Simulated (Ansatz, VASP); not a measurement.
**Pd: VASP beside Ansatz**

```
Pd
1.0
    -1.52008    1.52008    1.52008
     1.52008   -1.52008    1.52008
     1.52008    1.52008   -1.52008
Pd
1
Direct
  0.00000 0.00000 0.00000
```

Alike in both runs: task single point; functional PBE; k mesh 18 × 18 × 18; occupations gaussian, width 0.1 eV; no spin polarisation.

|  | VASP | Ansatz |
| --- | --- | --- |
| version | VASP 6.6.1 | Ansatz 0.2.0 |
| potentials or method | VASP PAW PBE potentials, release 64 (Pd), cutoff 520 eV | scalar-relativistic, plane waves, PAW |
| valence electrons in the cell | 10 | 18 |

|  | VASP | Ansatz | Ansatz less VASP |
| --- | --- | --- | --- |
| gap on the k mesh at the Fermi level (eV) | none | none | - |
| pressure (GPa) | 19.6 | 20.1 | +0.48 |

A gap of «none» marks a metal or a gap that the smearing closes. The functional is the same, so the differences come from potentials, cutoffs and numerics. VASP's potentials hold 10 valence electrons a cell and Ansatz's 18, so a difference there can come from the potentials and not from the codes.
